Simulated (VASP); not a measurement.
Input of a VASP 6.6.1 run:

Contents of INCAR:

```
SYSTEM = NiSb
  PREC = Accurate
  ENCUT = 600
  EDIFF = 1E-6
  ISMEAR = 0
  SIGMA = 0.1
  LREAL = .FALSE.
  LASPH = .TRUE.
  NELM = 80
  ALGO = Normal
  ISIF = 3
  LWAVE = .FALSE.
  LCHARG = .FALSE.
  GGA = PE
  IBRION = 2
  NSW = 70
  EDIFFG = -0.008
  PSTRESS = 100.0
```

KPOINTS

```
regular mesh
0
G
  12 12 8
  0 0 0
```

Contents of POSCAR:

```
NiSb
1.0
    3.8765696077      0.0000000000      0.0000000000
   -1.9382848038      3.3572077599      0.0000000000
    0.0000000000      0.0000000000      5.0261731527
Ni Sb
2 2
Direct
    0.0000000000      0.0000000000      0.0000000000
    0.0000000000      0.0000000000      0.5000000000
    0.3333333333      0.6666666667      0.2500000000
    0.6666666667      0.3333333333      0.7500000000
```

Potentials or basis: VASP PAW PBE potentials, release 64 (Ni, Sb).

Launch:

```console
$ cat potpaw_PBE.64/Ni/POTCAR potpaw_PBE.64/Sb/POTCAR > POTCAR
$ mpirun -np 1 vasp_std > vasp.out
```

Q: What does it give for the relaxed volume?

A: 16.36 Å³/atom.

Q: What does it give for the space group after relaxing (to 0.1 Å)?

A: P6_3/mmc (No. 194).

Q: Estimate the band gap on the k mesh.

A: Zero (bands 15 and 16 overlap by 3.57 eV).

Stress tensor (GPa, compression positive):
```
 9.96  0.00  0.00
 0.00  9.96  0.00
 0.00  0.00 10.03
```

Caveat: the cell is relaxed towards a set pressure, so the run minimises the enthalpy, not the energy; spin-orbit coupling is left out, which moves the levels of the heavy elements. Spin polarisation is off, so any magnetic state and its effect on volume and gap are missing.
